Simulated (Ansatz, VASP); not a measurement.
**K in VASP and in Ansatz**

```xyz
1
Lattice="-2.7505 2.7505 2.7505 2.7505 -2.7505 2.7505 2.7505 2.7505 -2.7505" Properties=species:S:1:pos:R:3 pbc="T T T"
K     0.0000    0.0000    0.0000
```

Alike in both runs: task single point; functional PBE; dispersion D4; k mesh 7 × 7 × 7; collinear spin.

|  | VASP | Ansatz |
| --- | --- | --- |
| version | VASP 6.6.1 | Ansatz 0.2.0 |
| potentials or method | VASP PAW PBE potentials, release 64 (K_sv) | Ansatz PAW polarizable |
| plane-wave cutoff (eV) | 500 | 420 |
| occupations | methfessel-paxton of order 1, width 0.05 eV | cold, width 0.05 eV |
| valence electrons in the cell | 9 | 9 |

|  | VASP | Ansatz | Ansatz less VASP |
| --- | --- | --- | --- |
| gap on the k mesh at the Fermi level (eV) | none | none | - |
| pressure (GPa) | -0.5 | -0.5 | +0.01 |
| net moment per atom (μB) | 0.04 | 0.05 | +0.012 |

A gap of «none» marks a metal or a gap that the smearing closes.
